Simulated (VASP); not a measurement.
# KMgF3 (Pm-3m) in VASP: notebook, part 2 of 2

VASP 6.6.1.

### Step 6. Single point, r2SCAN

This run uses another cell than the first one, of 10.61 Å³/atom, 0.838 times its volume.

File POSCAR:

```
KMgF3
1.0
    3.7571504434      0.0000000000      0.0000000000
    0.0000000000      3.7571504434      0.0000000000
    0.0000000000      0.0000000000      3.7571504434
K Mg F
1 1 3
Direct
    0.5000000000      0.5000000000      0.5000000000
    0.0000000000      0.0000000000      0.0000000000
    0.0000000000      0.0000000000      0.5000000000
    0.0000000000      0.5000000000      0.0000000000
    0.5000000000      0.0000000000      0.0000000000
```

File INCAR.step1:

```
ALGO = Normal
EDIFF = 1E-4
ENCUT = 520
GGA = PE
ISMEAR = -1
LASPH = T
LCHARG = F
LREAL = F
LWAVE = T
NBANDS = 24
NELM = 100
PREC = Accurate
SIGMA = 0.05
```

File INCAR.step2:

```
ALGO = Normal
EDIFF = 1E-7
ENCUT = 520
ISIF = 2
ISMEAR = -1
ISTART = 1
LASPH = T
LCHARG = F
LMIXTAU = T
LREAL = F
LWAVE = F
METAGGA = R2SCAN
NBANDS = 24
NELM = 100
PREC = Accurate
SIGMA = 0.05
```

File KPOINTS:

```
k-points
0
Gamma
  7 7 7
```

Potentials or basis: VASP PAW PBE potentials, release 64 (K_sv, Mg, F).

Started as:

```
$ cat potpaw_PBE.64/K_sv/POTCAR potpaw_PBE.64/Mg/POTCAR potpaw_PBE.64/F/POTCAR > POTCAR
$ cp INCAR.step1 INCAR
$ mpirun -np 1 vasp_std > vasp.out
$ cp INCAR.step2 INCAR
$ mpirun -np 1 vasp_std > vasp.out
```

OUTCAR:

```text
EDIFF = 1E-7
   ENCUT = 520
   ISIF = 2
   ISMEAR = -1
   ISTART = 1
   LASPH = T
   LREAL = F
   METAGGA = R2SCAN
   NELM = 100
   PREC = Accurate

 ion  position               nearest neighbor table
   1  0.500  0.500  0.500-   3 2.66   4 2.66   5 2.66   4 2.66   5 2.66   3 2.66   5 2.66   5 2.66
                             3 2.66   4 2.66   4 2.66   3 2.66   2 3.25   2 3.25   2 3.25   2 3.25
   2  0.000  0.000  0.000-   3 1.88   4 1.88   5 1.88   3 1.88   4 1.88   5 1.88   1 3.25   1 3.25
                             1 3.25   1 3.25   1 3.25   1 3.25   1 3.25   1 3.25
   3  0.000  0.000  0.500-   2 1.88   2 1.88   1 2.66   1 2.66   1 2.66   1 2.66
   4  0.000  0.500  0.000-   2 1.88   2 1.88   1 2.66   1 2.66   1 2.66   1 2.66
   5  0.500  0.000  0.000-   2 1.88   2 1.88   1 2.66   1 2.66   1 2.66   1 2.66

  LATTYP: Found a simple cubic cell.
 ALAT       =     3.7571504434

  Lattice vectors:

 A1 = (   3.7571504434,   0.0000000000,   0.0000000000)
 A2 = (   0.0000000000,   3.7571504434,   0.0000000000)
 A3 = (   0.0000000000,   0.0000000000,   3.7571504434)

Analysis of symmetry for initial positions (statically):
=====================================================================
 Subroutine PRICEL returns:
 Original cell was already a primitive cell.

 Routine SETGRP: Setting up the symmetry group for a
 simple cubic supercell.

 Subroutine GETGRP returns: Found 48 space group operations
 (whereof 48 operations were pure point group operations)
 out of a pool of 48 trial point group operations.

The static configuration has the point symmetry O_h .

Analysis of symmetry for dynamics (positions and initial velocities):
=====================================================================
 Subroutine PRICEL returns:
 Original cell was already a primitive cell.

 Routine SETGRP: Setting up the symmetry group for a
 simple cubic supercell.

 Subroutine GETGRP returns: Found 48 space group operations
 (whereof 48 operations were pure point group operations)
 out of a pool of 48 trial point group operations.

The dynamic configuration has the point symmetry O_h .

 Subroutine INISYM returns: Found 48 space group operations
 (whereof 48 operations are pure point group operations),
 and found     1 'primitive' translations

----------------------------------------------------------------------------------------

                                     Primitive cell

  volume of cell :      53.0366

  direct lattice vectors                    reciprocal lattice vectors
     3.757150443  0.000000000  0.000000000     0.266159158  0.000000000  0.000000000
     0.000000000  3.757150443  0.000000000     0.000000000  0.266159158  0.000000000
     0.000000000  0.000000000  3.757150443     0.000000000  0.000000000  0.266159158

  length of vectors
     3.757150443  3.757150443  3.757150443     0.266159158  0.266159158  0.266159158

  position of ions in fractional coordinates (direct lattice)
     0.500000000  0.500000000  0.500000000
     0.000000000  0.000000000  0.000000000
     0.000000000  0.000000000  0.500000000
     0.000000000  0.500000000  0.000000000
     0.500000000  0.000000000  0.000000000

  ion indices of the primitive-cell ions
   primitive index   ion index
                 1           1
                 2           2
[... 28 lines left out ...]
 Found     20 irreducible k-points:

 Following reciprocal coordinates:
            Coordinates               Weight
  0.000000  0.000000  0.000000      1.000000
  0.142857  0.000000  0.000000      6.000000
  0.285714  0.000000  0.000000      6.000000
  0.428571  0.000000  0.000000      6.000000
  0.142857  0.142857  0.000000     12.000000
  0.285714  0.142857  0.000000     24.000000
[... 12 lines left out ...]
  0.428571  0.428571  0.285714     24.000000
  0.428571  0.428571  0.428571      8.000000
   k-points           NKPTS =     20   k-points in BZ     NKDIM =     20   number of bands    NBANDS=     24
   number of dos      NEDOS =    301   number of ions     NIONS =      5
   total plane-waves  NPLWV =  21952
   dimension x,y,z NGX =    28 NGY =   28 NGZ =   28
   dimension x,y,z NGXF=    56 NGYF=   56 NGZF=   56
   ions per type =               1   1   3
   NGX,Y,Z   is equivalent  to a cutoff of  12.39, 12.39, 12.39 a.u.
   NGXF,Y,Z  is equivalent  to a cutoff of  24.78, 24.78, 24.78 a.u.
 SYSTEM =  unknown system
   PREC   = accura    normal or accurate (medium, high low for compatibility)
   ISTART =      1    job   : 0-new  1-cont  2-samecut
   ICHARG =      0    charge: 1-file 2-atom 10-const
   ISPIN  =      1    spin polarized calculation?
   LNONCOLLINEAR =      F non collinear calculations
   LSORBIT =      F    spin-orbit coupling
   LASPH  =      T    aspherical Exc in radial PAW
   ENCUT  =  520.0 eV  38.22 Ry    6.18 a.u.   6.99  6.99  6.99*2*pi/ulx,y,z
   NELM   =    100;   NELMIN=  2; NELMDL=  0     # of ELM steps
   EDIFF  = 0.1E-06   stopping-criterion for ELM
   LREAL  =      F    real-space projection
   EDIFFG = 0.1E-05   stopping-criterion for IOM
   NSW    =      0    number of steps for IOM
   IBRION =     -1    ionic relax: 0-MD 1-quasi-New 2-CG
   NFREE  =      0    steps in history (QN), initial steepest desc. (CG)
   ISIF   =      2    stress and relaxation
   ISYM   =      2    0-nonsym 1-usesym 2-fastsym
   POTIM  = 0.5000    time-step for ionic-motion
   TEBEG  =    0.0;   TEEND  =   0.0 temperature during run
   PSTRESS=    0.0 pullay stress
   NELECT =      32.0000    total number of electrons
   NUPDOWN=      -1.0000    fix difference up-down
   EMIN   =  10.00;   EMAX   =-10.00  energy-range for DOS
   EFERMI =   0.00;   METHOD = LEGACY
   ISMEAR =    -1;   SIGMA  =   0.05  broadening in eV -4-tet -1-fermi 0-gaus
   EFERMI_NEDOS =   21; number of points for ismear=-14 and -15
   IALGO  =     38    algorithm
   IMIX   =      4    mixing-type and parameters
     AMIX     =   0.40;   BMIX     =  1.00
     AMIX_MAG =   1.60;   BMIX_MAG =  1.00
  volume/ion in A,a.u.               =      10.61        71.58
  Fermi-wavevector in a.u.,A,eV,Ry     =   1.383353  2.614157 26.036987  1.913665
  Thomas-Fermi vector in A             =   2.507959
   LORBIT       =      0    0 simple, 1 ext, 2 COOP (PROOUT), +10 PAW based schemes
   METAGGA = R2SCAN    functional components
   LHFCALC =     F    Hartree Fock is set to
   AEXX    =    0.0000 exact exchange contribution
   IVDW    =     0    specifies the selected vdW correction
   LEPSILON=     F    determine dielectric tensor
   LRPA    =     F    only Hartree local field effects (RPA)
 non-spin polarized calculation
  energy-cutoff  :      520.00
  volume of cell :       53.04
 maximum number of plane-waves:      1440
 NGX is ok and might be reduce to    28
   NGX = 13   NGY = 13   NGZ = 13

 number of electron      31.9999956 magnetization

 Free energy of the ion-electron system (eV)
  ---------------------------------------------------
  ext. energy  EPLUGINS =         0.00000000
  ---------------------------------------------------
  free energy    TOTEN  =       -36.89381142 eV

  energy without entropy =      -36.89381142  energy(sigma->0) =      -36.89381142

 E-fermi :  -0.0867     XC(G=0): -11.1891

 val. band max:       -1.2621457648   @ k =   0.4286   0.4286   0.4286
 cond. band min:       8.5979452003   @ k =   0.0000   0.0000   0.0000
 fundamental gap:      9.8600909651
 Fermi energy:        -0.0866789443

 k-point     1 :       0.0000    0.0000    0.0000
  band No.  band energies     occupation
      1     -27.5336      2.00000
      2     -22.9560      2.00000
      3     -22.0941      2.00000
      4     -22.0941      2.00000
      5     -10.2800      2.00000
      6     -10.2800      2.00000
[... 529 lines left out ...]
     23      17.1817      0.00000
     24      17.2621      0.00000

------------------------ aborting loop because EDIFF is reached ----------------------------------------

  FORCE on cell =-STRESS in cart. coord.  units (eV):
  Direction    XX          YY          ZZ          XY          YZ          ZX
  --------------------------------------------------------------------------------------
  -------------------------------------------------------------------------------------
  Total        6.4715742      6.4715742      6.4715742      0.0000000      0.0000000     -0.0000000
  in kB      195.4991009    195.4991009    195.4991009      0.0000000      0.0000000     -0.0000000
  external PRESSURE =     195.4991009 kB  Pullay stress =       0.0000000 kB

 VOLUME and BASIS-vectors are now :
 -----------------------------------------------------------------------------
  energy-cutoff  :      520.00
  volume of cell :       53.04
      direct lattice vectors                 reciprocal lattice vectors
     3.757150443  0.000000000  0.000000000     0.266159158  0.000000000  0.000000000
     0.000000000  3.757150443  0.000000000     0.000000000  0.266159158  0.000000000
     0.000000000  0.000000000  3.757150443     0.000000000  0.000000000  0.266159158

 POSITION                                       TOTAL-FORCE (eV/Angst)
 -----------------------------------------------------------------------------------
      1.87858      1.87858      1.87858         0.000000      0.000000      0.000000
      0.00000      0.00000      0.00000         0.000000      0.000000      0.000000
      0.00000      0.00000      1.87858         0.000000      0.000000      0.000000
      0.00000      1.87858      0.00000         0.000000      0.000000      0.000000
      1.87858      0.00000      0.00000         0.000000      0.000000      0.000000
 -----------------------------------------------------------------------------------
    total drift:                                0.000000      0.000000     -0.000000

  FREE ENERGIE OF THE ION-ELECTRON SYSTEM (eV)
  ---------------------------------------------------
  free  energy   TOTEN  =       -36.8938114236 eV

  energy  without entropy=      -36.8938114236  energy(sigma->0) =      -36.89381142
```

Wall time 2.3 min (1 thread of Intel Xeon Platinum 8488C (Sapphire Rapids), shared host); peak memory 0.18 GiB.

Results:

```yaml
Free_energy: -36.8938 eV
Pressure: 19.5 GPa
Band_gap_on_the_k_mesh: 9.86 eV, indirect (least direct gap 10.12 eV)
```

Caveat: the PAW data sets were made with another functional, which shifts forces and pressure a little.

### Step 7. Summary

| level | potentials or basis | cell | gap on the mesh (eV) | pressure (GPa) |
| --- | --- | --- | --- | --- |
| PBEsol | VASP PAW PBE potentials, release 64 (K_sv, Mg, F) | a = 3.986 Å, 5 atoms | 7.16 | -0.1 |
| LDA | VASP PAW LDA potentials, release 64 (K_sv, Mg, F) | a = 3.986 Å, 5 atoms | 6.99 | -5.3 |
| PBE | VASP PAW PBE potentials, release 64 (K_sv, Mg, F) | a = 3.986 Å, 5 atoms | 7.34 | 3.4 |
| r2SCAN | VASP PAW PBE potentials, release 64 (K_sv, Mg, F) | a = 3.688 Å, 5 atoms | 10.44 | 29.8 |
| r2SCAN | VASP PAW PBE potentials, release 64 (K_sv, Mg, F) | a = 3.757 Å, 5 atoms | 9.86 | 19.5 |

Alike in all rows: task single point; no spin polarisation; k mesh 7 × 7 × 7; cutoff (eV) 520; smearing fermi-dirac 0.05 eV.

Caveats: the PAW data sets were made with another functional, which shifts forces and pressure a little (some runs).

Absolute energies hang on the potentials; compare differences alone.
